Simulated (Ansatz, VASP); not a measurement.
# One calculation of SiO2, two programs

File INCAR:

```
SYSTEM = SiO2
PREC     = Accurate       ! precision mode
ENCUT    = 520            ! plane-wave cutoff, eV
EDIFF    = 1E-6           ! SCF threshold, eV
ISMEAR   = -1             ! smearing method
SIGMA    = 0.05           ! smearing width, eV
LREAL    = .FALSE.        ! projectors in reciprocal space
LASPH    = .TRUE.         ! aspherical terms in the spheres
NELM     = 100            ! most SCF steps
ALGO     = Normal         ! electronic algorithm
ISIF     = 2              ! what is computed and relaxed
LWAVE    = .FALSE.        ! write WAVECAR
LCHARG   = .FALSE.        ! write CHGCAR
GGA      = PE             ! functional
NBANDS   = 44             ! bands
```

Contents of KPOINTS:

```
regular mesh
0
G
  7 7 7
  0 0 0
```

POSCAR

```
SiO2
1.0
    0.0000000000      4.7162571100      7.3627753715
    2.3595806657      0.0000000000      7.3627753715
    2.3595806657      4.7162571100      0.0000000000
Si O
4 8
Direct
    0.9367689200      0.9367689200      0.5632310800
    0.6867689200      0.6867689200      0.3132310800
    0.3132310800      0.3132310800      0.6867689200
    0.5632310800      0.5632310800      0.9367689200
    0.0634396000      0.4365604000      0.0634396000
    0.4365604000      0.0634396000      0.4365604000
    0.8134396000      0.1865604000      0.8134396000
    0.1865604000      0.8134396000      0.1865604000
    0.1250000000      0.6250000000      0.6250000000
    0.6250000000      0.6250000000      0.6250000000
    0.6250000000      0.6250000000      0.1250000000
    0.6250000000      0.1250000000      0.6250000000
```

Contents of input.yaml:

```yaml
crystal:
  lattice:
    - [0.0, 4.71625711, 7.3627753715]
    - [2.3595806657, 0.0, 7.3627753715]
    - [2.3595806657, 4.71625711, 0.0]
  atoms:
    - { symbol: Si, position: [0.93676892, 0.93676892, 0.56323108] }
    - { symbol: Si, position: [0.68676892, 0.68676892, 0.31323108] }
    - { symbol: Si, position: [0.31323108, 0.31323108, 0.68676892] }
    - { symbol: Si, position: [0.56323108, 0.56323108, 0.93676892] }
    - { symbol: O, position: [0.0634396, 0.4365604, 0.0634396] }
    - { symbol: O, position: [0.4365604, 0.0634396, 0.4365604] }
    - { symbol: O, position: [0.8134396, 0.1865604, 0.8134396] }
    - { symbol: O, position: [0.1865604, 0.8134396, 0.1865604] }
    - { symbol: O, position: [0.125, 0.625, 0.625] }
    - { symbol: O, position: [0.625, 0.625, 0.625] }
    - { symbol: O, position: [0.625, 0.625, 0.125] }
    - { symbol: O, position: [0.625, 0.125, 0.625] }
hamiltonian:
  xc: pbe
  pseudopotentials: { kind: paw }
kpoints:
  mp_grid: { grid: [7, 7, 7] }
scf:
  occupations: { method: fermi_dirac, width: 0.05 }
basis:
  ecutwfc: "500 eV"
output:
  forces: true
  stress: true
  eigenvalues: true
```

Alike in both runs: task single point; functional PBE; k mesh 7 × 7 × 7; occupations fermi-dirac, width 0.05 eV; no spin polarisation.

```csv
,VASP,Ansatz
version,VASP 6.6.1,Ansatz 0.2.0
potentials or method,"VASP PAW PBE potentials, release 64 (Si, O), cutoff 520 eV",Ansatz PAW
valence electrons in the cell,64,64
```

|  | VASP | Ansatz | Ansatz less VASP |
| --- | --- | --- | --- |
| gap on the k mesh at the Fermi level (eV) | 5.78 | 5.78 | -0.002 |
| least direct gap on the mesh (eV) | 5.78 | 5.78 | -0.002 |
| pressure (GPa) | 5.1 | 5.0 | -0.11 |
| traceless stress, the component that is largest in VASP (GPa) | -0.02 | -0.12 | -0.103 |
| rms of the force components (eV/Å) | 0.123 | 0.124 | +0.0015 |

Atom by atom the forces differ by 0.012 eV/Å (rms over components). With one functional, cell and mesh, what is left measures potentials, basis and numerics.

Noted on Ansatz's run: odd divisions of the mesh miss points on the zone boundary, where band edges often lie, so the gap on the mesh can be too wide.
